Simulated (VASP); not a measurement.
# NaCl in VASP: further runs

Runs on NaCl. Level: PBE. Tasks: single point.

Everything below comes from runs of VASP 6.6.1. Logs are shortened: lines on timing, memory, paths and dates and some standing lists are left out, and cuts for length are marked.

### Step 1. The cell of the first run

The cell holds a sheet with vacuum, 2 atoms: a = 4.045 Å, b = 4.045 Å, c = 15.000 Å, α = 90.00°, β = 90.00°, γ = 120.00°.

### Step 2. Single point, PBE

Input file INCAR:

```
ALGO = Normal
DIPOL = 0.5 0.5 0.500
EDIFF = 1E-6
ENCUT = 520
GGA = PE
IDIPOL = 3
ISIF = 2
ISMEAR = 0
LASPH = T
LCHARG = F
LDIPOL = T
LREAL = F
LWAVE = F
NBANDS = 14
NELM = 60
PREC = Accurate
SIGMA = 0.1
```

Input file KPOINTS:

```
k-points
0
Gamma
  6 6 1
```

Input file POSCAR:

```
NaCl
1.0
    4.0446510000      0.0000000000      0.0000000000
   -2.0223250000      3.5027700000      0.0000000000
    0.0000000000      0.0000000000     15.0000000000
Na Cl
1 1
Direct
    0.0000000000      0.0000000000      0.4724796400
    0.6666666700      0.3333333300      0.5275203600
```

Potentials or basis: VASP PAW PBE potentials, release 64 (Na_pv, Cl).

Launch:

```bash
> cat potpaw_PBE.64/Na_pv/POTCAR potpaw_PBE.64/Cl/POTCAR > POTCAR
> mpirun -np 1 vasp_std > vasp.out
```

OUTCAR:

```text
EDIFF = 1E-6
   ENCUT = 520
   GGA = PE
   ISIF = 2
   ISMEAR = 0
   LASPH = T
   LREAL = F
   NELM = 60
   PREC = Accurate

 ion  position               nearest neighbor table
   1  0.000  0.000  0.472-   2 2.48   2 2.48   2 2.48
   2  0.667  0.333  0.528-   1 2.48   1 2.48   1 2.48

  LATTYP: Found a hexagonal cell.
 ALAT       =     4.0446510000
 C/A-ratio  =     3.7086018052

  Lattice vectors:

 A1 = (   4.0446510000,   0.0000000000,   0.0000000000)
 A2 = (  -2.0223250000,   3.5027700000,   0.0000000000)
 A3 = (   0.0000000000,   0.0000000000,  15.0000000000)

Analysis of symmetry for initial positions (statically):
=====================================================================
 Subroutine PRICEL returns:
 Original cell was already a primitive cell.

 Routine SETGRP: Setting up the symmetry group for a
 hexagonal supercell.

 Subroutine GETGRP returns: Found  6 space group operations
 (whereof  6 operations were pure point group operations)
 out of a pool of 24 trial point group operations.

The static configuration has the point symmetry C_3v.

Analysis of symmetry for dynamics (positions and initial velocities):
=====================================================================
 Subroutine PRICEL returns:
 Original cell was already a primitive cell.

 Routine SETGRP: Setting up the symmetry group for a
 hexagonal supercell.

 Subroutine GETGRP returns: Found  6 space group operations
 (whereof  6 operations were pure point group operations)
 out of a pool of 24 trial point group operations.

The dynamic configuration has the point symmetry C_3v.

 Subroutine INISYM returns: Found  6 space group operations
 (whereof  6 operations are pure point group operations),
 and found     1 'primitive' translations

----------------------------------------------------------------------------------------

                                     Primitive cell

  volume of cell :     212.5122

  direct lattice vectors                    reciprocal lattice vectors
     4.044651000  0.000000000  0.000000000     0.247240120  0.142744136  0.000000000
    -2.022325000  3.502770000  0.000000000     0.000000000  0.285488342  0.000000000
     0.000000000  0.000000000 15.000000000     0.000000000  0.000000000  0.066666667

  length of vectors
     4.044651000  4.044650304 15.000000000     0.285488293  0.285488342  0.066666667

  position of ions in fractional coordinates (direct lattice)
     0.000000000  0.000000000  0.472479640
     0.666666670  0.333333330  0.527520360

  ion indices of the primitive-cell ions
   primitive index   ion index
                 1           1
                 2           2

----------------------------------------------------------------------------------------

 KPOINTS: k-points

Automatic generation of k-mesh.
 Grid dimensions read from file:
 generate k-points for:    6    6    1

 Generating k-lattice:

  Cartesian coordinates                     Fractional coordinates (reciprocal lattice)
     0.041206687  0.023790689  0.000000000     0.166666667  0.000000000  0.000000000
     0.000000000  0.047581390  0.000000000     0.000000000  0.166666667  0.000000000
     0.000000000  0.000000000  0.066666667     0.000000000  0.000000000  1.000000000

  Length of vectors
     0.047581382  0.047581390  0.066666667

  Shift w.r.t. Gamma in fractional coordinates (k-lattice)
     0.000000000  0.000000000  0.000000000

 Subroutine IBZKPT returns following result:
 ===========================================

 Found      7 irreducible k-points:

 Following reciprocal coordinates:
            Coordinates               Weight
  0.000000  0.000000  0.000000      1.000000
  0.166667  0.000000  0.000000      6.000000
  0.333333 -0.000000  0.000000      6.000000
  0.500000  0.000000  0.000000      3.000000
  0.166667  0.166667  0.000000      6.000000
  0.333333  0.166667  0.000000     12.000000
  0.333333  0.333333  0.000000      2.000000
   k-points           NKPTS =      7   k-points in BZ     NKDIM =      7   number of bands    NBANDS=     14
   number of dos      NEDOS =    301   number of ions     NIONS =      2
   total plane-waves  NPLWV = 100800
   dimension x,y,z NGX =    30 NGY =   30 NGZ =  112
   dimension x,y,z NGXF=    60 NGYF=   60 NGZF=  224
   ions per type =               1   1
   NGX,Y,Z   is equivalent  to a cutoff of  12.33, 12.33, 12.41 a.u.
   NGXF,Y,Z  is equivalent  to a cutoff of  24.66, 24.66, 24.83 a.u.
 SYSTEM =  unknown system
   PREC   = accura    normal or accurate (medium, high low for compatibility)
   ISTART =      0    job   : 0-new  1-cont  2-samecut
   ICHARG =      2    charge: 1-file 2-atom 10-const
   ISPIN  =      1    spin polarized calculation?
   LNONCOLLINEAR =      F non collinear calculations
   LSORBIT =      F    spin-orbit coupling
   LASPH  =      T    aspherical Exc in radial PAW
   ENCUT  =  520.0 eV  38.22 Ry    6.18 a.u.   7.52  7.52 27.89*2*pi/ulx,y,z
   NELM   =     60;   NELMIN=  2; NELMDL= -5     # of ELM steps
   EDIFF  = 0.1E-05   stopping-criterion for ELM
   LREAL  =      F    real-space projection
   EDIFFG = 0.1E-04   stopping-criterion for IOM
   NSW    =      0    number of steps for IOM
   IBRION =     -1    ionic relax: 0-MD 1-quasi-New 2-CG
   NFREE  =      0    steps in history (QN), initial steepest desc. (CG)
   ISIF   =      2    stress and relaxation
   ISYM   =      2    0-nonsym 1-usesym 2-fastsym
   POTIM  = 0.5000    time-step for ionic-motion
   TEBEG  =    0.0;   TEEND  =   0.0 temperature during run
   PSTRESS=    0.0 pullay stress
   NELECT =      14.0000    total number of electrons
   NUPDOWN=      -1.0000    fix difference up-down
   EMIN   =  10.00;   EMAX   =-10.00  energy-range for DOS
   EFERMI =   0.00;   METHOD = LEGACY
   ISMEAR =     0;   SIGMA  =   0.10  broadening in eV -4-tet -1-fermi 0-gaus
   EFERMI_NEDOS =   21; number of points for ismear=-14 and -15
   IALGO  =     38    algorithm
   IMIX   =      4    mixing-type and parameters
     AMIX     =   0.40;   BMIX     =  1.00
     AMIX_MAG =   1.60;   BMIX_MAG =  1.00
  volume/ion in A,a.u.               =     106.26       717.05
  Fermi-wavevector in a.u.,A,eV,Ry     =   0.661185  1.249458  5.947996  0.437165
  Thomas-Fermi vector in A             =   1.733865
   LORBIT       =      0    0 simple, 1 ext, 2 COOP (PROOUT), +10 PAW based schemes
   GGA     = PE    functional components
   LHFCALC =     F    Hartree Fock is set to
   AEXX    =    0.0000 exact exchange contribution
   IVDW    =     0    specifies the selected vdW correction
   LEPSILON=     F    determine dielectric tensor
   LRPA    =     F    only Hartree local field effects (RPA)
 non-spin polarized calculation
 Gauss-broadening in eV      SIGMA  =   0.10
  energy-cutoff  :      520.00
  volume of cell :      212.51
 maximum number of plane-waves:      5763
   NGX = 15   NGY = 15   NGZ = 55

 number of electron      13.9999986 magnetization

 dipolmoment           0.000000      0.000000      0.319648 electrons x Angstroem

 Free energy of the ion-electron system (eV)
  ---------------------------------------------------
  ext. energy  EPLUGINS =         0.00000000
  ---------------------------------------------------
  free energy    TOTEN  =        -5.96189731 eV

  energy without entropy =       -5.96189731  energy(sigma->0) =       -5.96189731

 E-fermi :  -4.5273     XC(G=0):  -2.3954

 val. band max:       -5.0485407443   @ k =   0.0000   0.0000   0.0000
 cond. band min:      -1.6707606937   @ k =   0.0000   0.0000   0.0000
 fundamental gap:      3.3777800506
 Fermi energy:        -4.5273084003

 k-point     1 :       0.0000    0.0000    0.0000
  band No.  band energies     occupation
      1     -26.2226      2.00000
      2     -26.1423      2.00000
      3     -26.1423      2.00000
      4     -17.2694      2.00000
      5      -5.7483      2.00000
      6      -5.0485      2.00000
      7      -5.0485      2.00000
      8      -1.6708      0.00000
      9       0.0835      0.00000
     10       1.7498      0.00000
     11       3.1550      0.00000
     12       3.5249      0.00000
     13       5.4750      0.00000
     14       6.5771      0.00000

 k-point     2 :       0.1667    0.0000    0.0000
  band No.  band energies     occupation
      1     -26.2216      2.00000
      2     -26.1501      2.00000
      3     -26.1436      2.00000
      4     -17.2203      2.00000
      5      -5.6703      2.00000
      6      -5.3803      2.00000
      7      -5.1006      2.00000
      8      -1.3363      0.00000
      9       0.4431      0.00000
     10       2.2065      0.00000
     11       3.3593      0.00000
     12       3.9379      0.00000
     13       5.3952      0.00000
     14       5.8503      0.00000

 k-point     3 :       0.3333   -0.0000    0.0000
  band No.  band energies     occupation
      1     -26.2194      2.00000
      2     -26.1656      2.00000
      3     -26.1462      2.00000
      4     -17.1202      2.00000
      5      -5.9869      2.00000
      6      -5.4481      2.00000
      7      -5.2005      2.00000
      8      -0.4071      0.00000
      9       1.4250      0.00000
     10       2.9252      0.00000
     11       3.3690      0.00000
     12       4.1572      0.00000
     13       4.5930      0.00000
     14       5.3789      0.00000

 k-point     4 :       0.5000    0.0000    0.0000
  band No.  band energies     occupation
      1     -26.2182      2.00000
      2     -26.1735      2.00000
      3     -26.1475      2.00000
      4     -17.0692      2.00000
      5      -6.2332      2.00000
      6      -5.3518      2.00000
      7      -5.2486      2.00000
      8       0.9159      0.00000
      9       1.2402      0.00000
     10       2.8712      0.00000
     11       3.0423      0.00000
     12       4.0835      0.00000
     13       4.8172      0.00000
     14       5.2283      0.00000

 k-point     5 :       0.1667    0.1667    0.0000
  band No.  band energies     occupation
      1     -26.2200      2.00000
      2     -26.1606      2.00000
      3     -26.1466      2.00000
      4     -17.1456      2.00000
      5      -5.8031      2.00000
      6      -5.4895      2.00000
      7      -5.2480      2.00000
      8      -0.7074      0.00000
      9       1.1113      0.00000
     10       2.9893      0.00000
     11       3.6312      0.00000
     12       4.2339      0.00000
     13       4.8239      0.00000
     14       5.0952      0.00000

 k-point     6 :       0.3333    0.1667    0.0000
  band No.  band energies     occupation
      1     -26.2182      2.00000
      2     -26.1707      2.00000
      3     -26.1503      2.00000
      4     -17.0696      2.00000
      5      -6.0883      2.00000
      6      -5.4395      2.00000
      7      -5.3513      2.00000
      8       0.4907      0.00000
      9       2.1917      0.00000
     10       2.4491      0.00000
     11       3.8159      0.00000
     12       4.1951      0.00000
     13       4.4142      0.00000
     14       4.9398      0.00000

 k-point     7 :       0.3333    0.3333    0.0000
  band No.  band energies     occupation
      1     -26.2175      2.00000
      2     -26.1711      2.00000
      3     -26.1545      2.00000
      4     -17.0445      2.00000
      5      -5.8649      2.00000
      6      -5.8497      2.00000
      7      -5.3050      2.00000
      8       1.7745      0.00000
      9       1.8767      0.00000
     10       2.3693      0.00000
     11       3.8082      0.00000
     12       3.9674      0.00000
     13       4.2108      0.00000
     14       5.2646      0.00000

------------------------ aborting loop because EDIFF is reached ----------------------------------------

 vacuum level on the upper side and lower side of the slab       (xc-potential included)         1.800        -2.142

  FORCE on cell =-STRESS in cart. coord.  units (eV):
  Direction    XX          YY          ZZ          XY          YZ          ZX
  --------------------------------------------------------------------------------------
  -------------------------------------------------------------------------------------
  Total        2.1307426      2.1307420     -0.1976838      0.0000003     -0.0000000      0.0000000
  in kB       16.0641458     16.0641411     -1.4903824      0.0000023     -0.0000000      0.0000000
  external PRESSURE =      10.2126348 kB  Pullay stress =       0.0000000 kB

 VOLUME and BASIS-vectors are now :
 -----------------------------------------------------------------------------
  energy-cutoff  :      520.00
  volume of cell :      212.51
      direct lattice vectors                 reciprocal lattice vectors
     4.044651000  0.000000000  0.000000000     0.247240120  0.142744136  0.000000000
    -2.022325000  3.502770000  0.000000000     0.000000000  0.285488342  0.000000000
     0.000000000  0.000000000 15.000000000     0.000000000  0.000000000  0.066666667

 POSITION                                       TOTAL-FORCE (eV/Angst)
 -----------------------------------------------------------------------------------
      0.00000      0.00000      7.08719        -0.000000      0.000000      0.272569
      2.02233      1.16759      7.91281         0.000000      0.000000     -0.272569
 -----------------------------------------------------------------------------------
    total drift:                               -0.000016      0.000013     -0.001619

  FREE ENERGIE OF THE ION-ELECTRON SYSTEM (eV)
  ---------------------------------------------------
  free  energy   TOTEN  =        -5.9618973059 eV

  energy  without entropy=       -5.9618973059  energy(sigma->0) =       -5.96189731

 vacuum level on the upper side and lower side of the slab         3.070        -1.007
```

Run time: 21 s. Hardware: 1 thread of AMD EPYC 9R45 (Zen 5), shared host; peak memory 0.25 GiB.

Results:

```yaml
Free_energy: -5.9619 eV
Largest_force: 0.273 eV/Å
Band_gap_on_the_k_mesh: 3.38 eV, direct
```

Forces in eV/Å, atoms in the order of the input:
```
Na   0.000  0.000  0.273
Cl   0.000  0.000 -0.273
```

### Step 3. Single point, PBE

Input file INCAR:

```
SYSTEM = NaCl
PREC     = Accurate       ! precision mode
ENCUT    = 520            ! plane-wave cutoff, eV
EDIFF    = 1E-7           ! SCF threshold, eV
ISMEAR   = 0              ! smearing method
SIGMA    = 0.1            ! smearing width, eV
LREAL    = .False.        ! projectors in reciprocal space
LASPH    = .True.         ! aspherical terms in the spheres
NELM     = 80             ! most SCF steps
ALGO     = Normal         ! electronic algorithm
ISIF     = 2              ! what is computed and relaxed
LWAVE    = .False.        ! write WAVECAR
LCHARG   = .False.        ! write CHGCAR
LDIPOL   = .True.       
IDIPOL   = 3            
DIPOL    = 0.5 0.5 0.500
GGA      = PE             ! functional
NBANDS   = 14             ! bands
```

Input file KPOINTS:

```
Automatic mesh
0
Gamma
  6 6 1
  0 0 0
```

POSCAR is that of step 2.

Potentials or basis: VASP PAW PBE potentials, release 64 (Na_pv, Cl).

Launch:

```bash
> cat potpaw_PBE.64/Na_pv/POTCAR potpaw_PBE.64/Cl/POTCAR > POTCAR
> mpirun -np 1 vasp_std > vasp.out
```

It took 23 s on 1 thread of AMD EPYC 9R45 (Zen 5), shared host; peak memory 0.25 GiB.

Results (log left out):

| Item | Value |
| --- | --- |
| Free energy | -5.9619 eV |
| Largest force | 0.273 eV/Å |
| Band gap on the k mesh | 3.38 eV, direct |

Forces in eV/Å, atoms in the order of the input:
```
Na   0.000  0.000  0.273
Cl   0.000  0.000 -0.273
```

Levels at points of the mesh, in eV from the valence-band top:
| k point | band 4 | band 5 | band 6 | band 7 | band 8 | band 9 | band 10 | band 11 |
| --- | --- | --- | --- | --- | --- | --- | --- | --- |
| (0.00, 0.00, 0.00) | -12.22 | -0.70 | 0.00 | 0.00 | 3.38 | 5.16 | 6.82 | 8.22 |
| (0.50, 0.00, 0.00) | -12.02 | -1.18 | -0.30 | -0.20 | 5.96 | 6.29 | 7.94 | 8.11 |
